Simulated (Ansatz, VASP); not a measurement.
LiNbO3 in VASP and in Ansatz

```
Li Nb O
1.0
     5.24877    0.00000    0.00000
    -2.62439    4.54558    0.00000
    -2.62439    1.51519    4.59995
Li Nb O
2 2 6
Cartesian
  -2.6244 4.5456 3.9330
  2.6244 1.5152 1.6330
  -2.6244 4.5456 0.1242
  0.0000 3.0304 2.4242
  -0.5698 1.4996 1.1495
  1.6106 3.3024 1.1495
  -1.0408 4.2892 1.1495
  -1.5836 2.7740 3.4495
  0.5698 4.5300 3.4495
  1.0138 1.7872 3.4495
```

Alike in both runs: task single point; functional PBEsol; k mesh 6 × 6 × 6; no spin polarisation.

```csv
,VASP,Ansatz
version,VASP 6.6.1,Ansatz 0.2.0
potentials or method,"VASP PAW PBE potentials, release 64 (Li_sv, Nb_sv, O), cutoff 520 eV",PAW plane waves
occupations,"fermi-dirac, width 0.1 eV",fermi-dirac
valence electrons in the cell,68,68
```

|  | VASP | Ansatz | Ansatz less VASP |
| --- | --- | --- | --- |
| rms of the force components (eV/Å) | 0.295 | 0.297 | +0.0019 |

VASP's potentials were made for PBE, not for PBEsol. Atom by atom the forces differ by 0.008 eV/Å (rms over components). Ansatz's warnings: structure snapped to symmetry.

Noted on VASP's run: the cutoff is short for stress, so the pressure is rough.
